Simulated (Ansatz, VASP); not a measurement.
**One calculation of KBr, two programs**

File POSCAR:

```
KBr
1.0
    2.6267850596      1.5165750612      4.3085620995
   -2.6267850596      1.5165750612      4.3085620995
    0.0000000000     -3.0331501225      4.3085620995
K Br
1 1
Direct
    0.2490185519      0.2490185519      0.2490185519
   -0.0002619319     -0.0002619319     -0.0002619319
```

Contents of INCAR.step1:

```
SYSTEM = KBr
ALGO     = Normal         ! electronic algorithm
EDIFF    = 1E-4           ! SCF threshold, eV
ENCUT    = 520            ! plane-wave cutoff, eV
GGA      = PE             ! functional
ISMEAR   = 0              ! smearing method
LASPH    = .True.         ! aspherical terms in the spheres
LCHARG   = .False.        ! write CHGCAR
LREAL    = .False.        ! projectors in reciprocal space
LWAVE    = .True.         ! write WAVECAR
NBANDS   = 15             ! bands
NELM     = 100            ! most SCF steps
PREC     = Accurate       ! precision mode
SIGMA    = 0.02           ! smearing width, eV
```

INCAR.step2

```
SYSTEM = KBr
ALGO     = Normal         ! electronic algorithm
EDIFF    = 1E-6           ! SCF threshold, eV
ENCUT    = 520            ! plane-wave cutoff, eV
ISIF     = 2              ! what is computed and relaxed
ISMEAR   = 0              ! smearing method
ISTART   = 1            
LASPH    = .True.         ! aspherical terms in the spheres
LCHARG   = .False.        ! write CHGCAR
LMIXTAU  = .True.       
LREAL    = .False.        ! projectors in reciprocal space
LWAVE    = .False.        ! write WAVECAR
METAGGA  = R2SCAN         ! meta-GGA
NBANDS   = 15             ! bands
NELM     = 100            ! most SCF steps
PREC     = Accurate       ! precision mode
SIGMA    = 0.02           ! smearing width, eV
```

File KPOINTS:

```
k-points
0
Gamma
  6 6 6
  0 0 0
```

Input for Ansatz:

```yaml
crystal:
  lattice:
    - [2.6267850596, 1.5165750612, 4.3085620995]
    - [-2.6267850596, 1.5165750612, 4.3085620995]
    - [0.0, -3.0331501225, 4.3085620995]
  atoms:
    - { symbol: K, position: [0.2490185519, 0.2490185519, 0.2490185519] }
    - { symbol: Br, position: [-0.0002619319, -0.0002619319, -0.0002619319] }
basis:
  ecutwfc: 500
kpoints:
  mp_grid: { grid: [6, 6, 6] }
  band_path:
    path:
      - [[0.0, 0.0, 0.0], [-0.5, -0.5, -0.5], [-0.5, -0.24926511, -0.75073489]]
      - [[-0.24926511, 0.24926511, -0.5], [0.0, 0.0, -0.5], [0.0, 0.0, 0.0], [0.0, 0.37463255, -0.37463255]]
      - [[-0.37463255, 0.0, -0.62536745], [-0.5, 0.0, -0.5], [0.0, 0.0, 0.0]]
    npoints: 14
hamiltonian:
  xc: r2scan
scf:
  occupations: { method: gaussian, width: 0.02 }
  n_extra_bands: 6
output:
  forces: true
  stress: true
  eigenvalues: true
  populations: true
  dos: { projected: true, de: 0.02, nscf_kmesh: { grid: [9, 9, 9] } }
  bader: true
```

Alike in both runs: task single point; functional r2SCAN; k mesh 6 × 6 × 6; occupations gaussian, width 0.02 eV; no spin polarisation.

|  | VASP | Ansatz |
| --- | --- | --- |
| version | VASP 6.6.1 | Ansatz 0.2.0 |
| potentials or method | VASP PAW PBE potentials, release 64 (K_sv, Br), cutoff 520 eV | scalar-relativistic, plane waves, PAW |
| valence electrons in the cell | 16 | 16 |

|  | VASP | Ansatz | Ansatz less VASP |
| --- | --- | --- | --- |
| gap on the k mesh at the Fermi level (eV) | 4.80 | 4.80 | 0.000 |
| least direct gap on the mesh (eV) | 4.81 | 4.81 | +0.001 |
| pressure (GPa) | -0.2 | -0.2 | 0.00 |

VASP's potentials were made for PBE, not for r2SCAN. The functional is the same, so the differences come from potentials, cutoffs and numerics.
